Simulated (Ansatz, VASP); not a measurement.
## One calculation of P, two programs

```
P
1.0
     3.13600    0.00000    0.00000
    -1.56800    2.71586    0.00000
     0.00000    0.00000   28.00000
P
2
Direct
  0.33333 0.66667 0.52382
  0.66667 0.33333 0.47618
```

Alike in both runs: task single point; functional PBE; dispersion D3(BJ); k mesh 9 × 9 × 1; occupations gaussian, width 0.02 eV; no spin polarisation.

|  | VASP | Ansatz |
| --- | --- | --- |
| version | VASP 6.6.1 | Ansatz 0.2.0 |
| potentials or method | VASP PAW PBE potentials, release 64 (P), cutoff 520 eV | scalar-relativistic, plane waves, PAW |
| valence electrons in the cell | 10 | 10 |

```csv
,VASP,Ansatz,Ansatz less VASP
gap on the k mesh at the Fermi level (eV),0.77,0.79,+0.022
least direct gap on the mesh (eV),2.59,2.55,-0.040
rms of the force components (eV/Å),0.693,0.638,-0.0560
```

Atom by atom the forces differ by 0.056 eV/Å (rms over components).
